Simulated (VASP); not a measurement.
# BeS (Fm-3m) in VASP: a series of runs, part 2 of 2

VASP 6.6.1. The steps go on from the part before.

### 3 G0W0 quasiparticle levels, PBE

Input file POSCAR:

```
BeS
1.0
    0.0000000000      2.3172972025      2.3172972025
    2.3172972025      0.0000000000      2.3172972025
    2.3172972025      2.3172972025      0.0000000000
Be S
1 1
Direct
    0.0000000000      0.0000000000      0.0000000000
    0.5000000000      0.5000000000      0.5000000000
```

Input file INCAR.step1:

```
SYSTEM = BeS
PREC = Accurate
ENCUT = 500
EDIFF = 1E-8
ISMEAR = 0
SIGMA = 0.01
LREAL = .False.
LASPH = .True.
NELM = 100
ALGO = Normal
LWAVE = .True.
LCHARG = .False.
GGA = PE
```

Input file INCAR.step2:

```
SYSTEM = BeS
PREC = Accurate
ENCUT = 500
EDIFF = 1E-8
ISMEAR = 0
SIGMA = 0.01
LREAL = .False.
LASPH = .True.
NELM = 1
ALGO = Exact
LWAVE = .True.
LCHARG = .False.
GGA = PE
NBANDS = 97
LOPTICS = .True.
ISTART = 1
```

Input file INCAR.step3:

```
SYSTEM = BeS
PREC = Accurate
ENCUT = 500
EDIFF = 1E-8
ISMEAR = 0
SIGMA = 0.01
LREAL = .False.
LASPH = .True.
ALGO = EVGW0
LWAVE = .False.
LCHARG = .False.
GGA = PE
NELMGW = 1
NBANDS = 97
ENCUTGW = 140.0
NOMEGA = 96
PRECFOCK = Fast
ISTART = 1
NBANDSGW = 12
OMEGAMAX = 20
```

Input file KPOINTS:

```
Automatic mesh
0
Gamma
  6 6 6
  0 0 0
```

Potentials or basis: VASP PAW PBE potentials, release 64 (Be_GW, S_GW).

Command:

```bash
$ cat potpaw_PBE.64/Be_GW/POTCAR potpaw_PBE.64/S_GW/POTCAR > POTCAR
$ cp INCAR.step1 INCAR
$ mpirun -np 1 vasp_std > vasp.out
$ cp INCAR.step2 INCAR
$ mpirun -np 1 vasp_std > vasp.out
$ cp INCAR.step3 INCAR
$ mpirun -np 1 vasp_std > vasp.out
```

OUTCAR:

```text
SYSTEM = BeS
   PREC = Accurate
   ENCUT = 500
   EDIFF = 1E-8
   ISMEAR = 0
   LREAL = .False.
   LASPH = .True.
   GGA = PE
   NELMGW = 1
   ENCUTGW = 140.0
   PRECFOCK = Fast
   ISTART = 1

 ion  position               nearest neighbor table
   1  0.000  0.000  0.000-   2 2.32   2 2.32   2 2.32   2 2.32   2 2.32   2 2.32
   2  0.500  0.500  0.500-   1 2.32   1 2.32   1 2.32   1 2.32   1 2.32   1 2.32

  LATTYP: Found a face centered cubic cell.
 ALAT       =     4.6345944050

  Lattice vectors:

 A1 = (   0.0000000000,   2.3172972025,   2.3172972025)
 A2 = (   2.3172972025,   0.0000000000,   2.3172972025)
 A3 = (   2.3172972025,   2.3172972025,   0.0000000000)

Analysis of symmetry for initial positions (statically):
=====================================================================
 Subroutine PRICEL returns:
 Original cell was already a primitive cell.

 Routine SETGRP: Setting up the symmetry group for a
 face centered cubic supercell.

 Subroutine GETGRP returns: Found 48 space group operations
 (whereof 48 operations were pure point group operations)
 out of a pool of 48 trial point group operations.

The static configuration has the point symmetry O_h .

Analysis of symmetry for dynamics (positions and initial velocities):
=====================================================================
 Subroutine PRICEL returns:
 Original cell was already a primitive cell.

 Routine SETGRP: Setting up the symmetry group for a
 face centered cubic supercell.

 Subroutine GETGRP returns: Found 48 space group operations
 (whereof 48 operations were pure point group operations)
 out of a pool of 48 trial point group operations.

The dynamic configuration has the point symmetry O_h .

 Subroutine INISYM returns: Found 48 space group operations
 (whereof 48 operations are pure point group operations),
 and found     1 'primitive' translations

----------------------------------------------------------------------------------------

                                     Primitive cell

  volume of cell :      24.8872

  direct lattice vectors                    reciprocal lattice vectors
     0.000000000  2.317297202  2.317297202    -0.215768612  0.215768612  0.215768612
     2.317297202  0.000000000  2.317297202     0.215768612 -0.215768612  0.215768612
     2.317297202  2.317297202  0.000000000     0.215768612  0.215768612 -0.215768612

  length of vectors
     3.277153132  3.277153132  3.277153132     0.373722198  0.373722198  0.373722198

  position of ions in fractional coordinates (direct lattice)
     0.000000000  0.000000000  0.000000000
     0.500000000  0.500000000  0.500000000

  ion indices of the primitive-cell ions
   primitive index   ion index
                 1           1
                 2           2

----------------------------------------------------------------------------------------

 KPOINTS: Automatic mesh

Automatic generation of k-mesh.
 Grid dimensions read from file:
 generate k-points for:    6    6    6

 Generating k-lattice:

  Cartesian coordinates                     Fractional coordinates (reciprocal lattice)
    -0.035961435  0.035961435  0.035961435     0.166666667  0.000000000  0.000000000
     0.035961435 -0.035961435  0.035961435     0.000000000  0.166666667  0.000000000
     0.035961435  0.035961435 -0.035961435     0.000000000  0.000000000  0.166666667

  Length of vectors
     0.062287033  0.062287033  0.062287033

  Shift w.r.t. Gamma in fractional coordinates (k-lattice)
     0.000000000  0.000000000  0.000000000

 Subroutine IBZKPT returns following result:
 ===========================================

 Found     16 irreducible k-points:

 Following reciprocal coordinates:
            Coordinates               Weight
  0.000000  0.000000  0.000000      1.000000
  0.166667  0.000000  0.000000      8.000000
  0.333333  0.000000  0.000000      8.000000
  0.500000  0.000000  0.000000      4.000000
  0.166667  0.166667  0.000000      6.000000
  0.333333  0.166667  0.000000     24.000000
[... 8 lines left out ...]
 -0.333333  0.333333  0.166667     24.000000
 -0.333333  0.500000  0.166667     12.000000
   k-points           NKPTS =     16   k-points in BZ     NKDIM =    216   number of bands    NBANDS=     97
   number of dos      NEDOS =    301   number of ions     NIONS =      2
   total plane-waves  NPLWV =  13824
   dimension x,y,z NGX =    24 NGY =   24 NGZ =   24
   dimension x,y,z NGXF=    48 NGYF=   48 NGZF=   48
   ions per type =               1   1
   NGX,Y,Z   is equivalent  to a cutoff of  12.17, 12.17, 12.17 a.u.
   NGXF,Y,Z  is equivalent  to a cutoff of  24.35, 24.35, 24.35 a.u.
 SYSTEM =  BeS
   PREC   = accura    normal or accurate (medium, high low for compatibility)
   ISTART =      1    job   : 0-new  1-cont  2-samecut
   ICHARG =      0    charge: 1-file 2-atom 10-const
   ISPIN  =      1    spin polarized calculation?
   LNONCOLLINEAR =      F non collinear calculations
   LSORBIT =      F    spin-orbit coupling
   LASPH  =      T    aspherical Exc in radial PAW
   ENCUT  =  500.0 eV  36.75 Ry    6.06 a.u.   5.98  5.98  5.98*2*pi/ulx,y,z
   NELM   =     60;   NELMIN=  2; NELMDL=  0     # of ELM steps
   EDIFF  = 0.1E-07   stopping-criterion for ELM
   LREAL  =      F    real-space projection
   EDIFFG = 0.1E-06   stopping-criterion for IOM
   NSW    =      0    number of steps for IOM
   IBRION =     -1    ionic relax: 0-MD 1-quasi-New 2-CG
   NFREE  =      0    steps in history (QN), initial steepest desc. (CG)
   ISIF   =      0    stress and relaxation
   ISYM   =      3    0-nonsym 1-usesym 2-fastsym
   POTIM  = 0.5000    time-step for ionic-motion
   TEBEG  =    0.0;   TEEND  =   0.0 temperature during run
   PSTRESS=    0.0 pullay stress
   NELECT =       8.0000    total number of electrons
   NUPDOWN=      -1.0000    fix difference up-down
   EMIN   =  10.00;   EMAX   =-10.00  energy-range for DOS
   EFERMI =   0.00;   METHOD = LEGACY
   ISMEAR =     0;   SIGMA  =   0.01  broadening in eV -4-tet -1-fermi 0-gaus
   EFERMI_NEDOS =   21; number of points for ismear=-14 and -15
   IALGO  =     38    algorithm
   IMIX   =      4    mixing-type and parameters
     AMIX     =   0.40;   BMIX     =  1.00
     AMIX_MAG =   1.60;   BMIX_MAG =  1.00
  volume/ion in A,a.u.               =      12.44        83.97
  Fermi-wavevector in a.u.,A,eV,Ry     =   1.121450  2.119232 17.111356  1.257649
  Thomas-Fermi vector in A             =   2.258103
   LORBIT       =      0    0 simple, 1 ext, 2 COOP (PROOUT), +10 PAW based schemes
   GGA     = PE    functional components
   LHFCALC =     T    Hartree Fock is set to
   PRECFOCK=fast      Normal, Fast or Accurate (Low or Medium for compatibility)
   ENCUT4O =  -1.0   cutoff for four orbital integrals eV
   NKREDX  =     1    reduce k-point grid by
   NKREDY  =     1    reduce k-point grid by
   NKREDZ  =     1    reduce k-point grid by
   AEXX    =    1.0000 exact exchange contribution
   HFSCREEN=    0.0000 screening length (either q_TF or 0.3 A-1)
   HFSCREENC=   0.0000 screening length for correlation (either q_TF or 0.3 A-1)
   ENCUTFOCK=  -1.0 apply spherical cutoff to Coloumb kernel
   IVDW    =     0    specifies the selected vdW correction
   LEPSILON=     F    determine dielectric tensor
   LRPA    =     F    only Hartree local field effects (RPA)
   LRPAFORCE           =     F    calculate RPA forces
   ENCUTGW             = 140.0    cutoff for response function in eV
   ENCUTGWSOFT         = 112.0    soft cutoff for Coulomb kernel in GW response function in eV
   ENCUTLF             =  -1.0    cutoff for local field effects
   NELMGW              =     1    number of iterations in solving QP/BSE equation
   NELMHF              =     1    number of iterations in the inner HF iteration
   NKREDLFX            =     1    NKREDLFY  =   1   NKREDLFZ  =   1
 non-spin polarized calculation
 Gauss-broadening in eV      SIGMA  =   0.01
  energy-cutoff  :      500.00
  volume of cell :       24.89
 maximum number of plane-waves:       641
  NGX = 14; NGY = 14; NGZ = 14
   NGX = 11   NGY = 11   NGZ = 11
 maximum number of plane-waves:       101
 NGX is ok and might be reduce to    14

 QP shifts <psi_nk| G(iteration)W_0 |psi_nk>: iteration 1
 for sc-GW calculations column KS-energies equals QP-energies in previous step
 and V_xc(KS)=  KS-energies - (<T + V_ion + V_H > + <T+V_H+V_ion>^1  + <V_x>^1)

 k-point   1 :       0.0000    0.0000    0.0000
  band No.  KS-energies  QP-energies   sigma(KS)   V_xc(KS)     V^pw_x(r,r')   Z            occupation Imag(sigma)

      1      -8.9317      -9.5999     -13.6290     -12.6605     -21.3340       0.6899       2.0000       1.5047
      2       5.8614       5.2648     -14.2662     -13.4927     -15.9374       0.7712       2.0000       0.0299
      3       5.8614       5.2648     -14.2662     -13.4927     -15.9374       0.7712       2.0000       0.0299
      4       5.8614       5.2648     -14.2662     -13.4927     -15.9374       0.7712       2.0000       0.0299
      5      11.4373      11.7772     -11.2748     -11.7176      -6.2628       0.7676       0.0000      -0.0819
      6      14.9105      15.2891     -10.4145     -10.8992      -5.2866       0.7811       0.0000      -0.1120
      7      14.9105      15.2891     -10.4145     -10.8992      -5.2866       0.7811       0.0000      -0.1120
      8      14.9105      15.2891     -10.4145     -10.8992      -5.2866       0.7811       0.0000      -0.1120
      9      15.7423      16.0894      -9.9860     -10.4569      -3.4152       0.7369       0.0000      -0.3045
     10      15.7423      16.0894      -9.9860     -10.4569      -3.4152       0.7369       0.0000      -0.3045
     11      15.7423      16.0894      -9.9860     -10.4569      -3.4152       0.7369       0.0000      -0.3045
     12      18.0853      18.5270     -11.4775     -12.0569      -5.4198       0.7625       0.0000      -0.4421
[... 228 lines left out ...]
      1      -5.6079      -6.1187     -14.7031     -13.9964     -21.4679       0.7229       2.0000       1.0231
      2       0.0059      -0.7352     -12.5836     -11.5573     -16.2280       0.7221       2.0000       0.1953
      3       1.6679       0.9343     -12.9120     -11.9187     -15.8383       0.7386       2.0000       0.1020
      4       2.3756       1.6643     -12.8971     -11.9421     -15.4387       0.7448       2.0000       0.0759
      5       9.2766       9.5559     -10.8583     -11.2180      -6.5594       0.7763       0.0000      -0.0589
      6      13.0478      13.3480     -10.3911     -10.7731      -5.5028       0.7859       0.0000      -0.0823
      7      13.7700      14.2046     -10.9126     -11.4908      -5.1965       0.7516       0.0000      -0.1711
      8      17.6846      18.1659     -11.6464     -12.2867      -5.3845       0.7517       0.0000      -0.2816
      9      18.5486      18.9736     -10.7935     -11.3723      -3.6896       0.7342       0.0000      -0.5366
     10      20.7031      21.1201     -10.3215     -10.8690      -3.1805       0.7615       0.0000      -0.7154
     11      23.7281      24.3168     -12.2442     -13.0491      -4.7923       0.7315       0.0000      -0.6440
     12      24.7008      25.2230     -11.9706     -12.6641      -4.3191       0.7529       0.0000      -1.1290
```

It took 5.5 min on 1 thread of Intel Xeon Platinum 8259CL at 2.50GHz (Skylake/Cascade Lake), shared host; peak memory 0.46 GiB.

Results:

* Quasiparticle gap: 1.73 eV
* Least direct quasiparticle gap: 5.04 eV
* Band gap of the starting levels on the mesh: 0.97 eV
* Least direct gap of the starting levels on the mesh: 4.14 eV

Caveat: the k points lie up to 0.39 Å⁻¹ apart; bands, screening cutoff and mesh are small and nothing is extrapolated, so the quasiparticle values aren't converged; the structure was generated, so it needn't be the stable form of BeS.
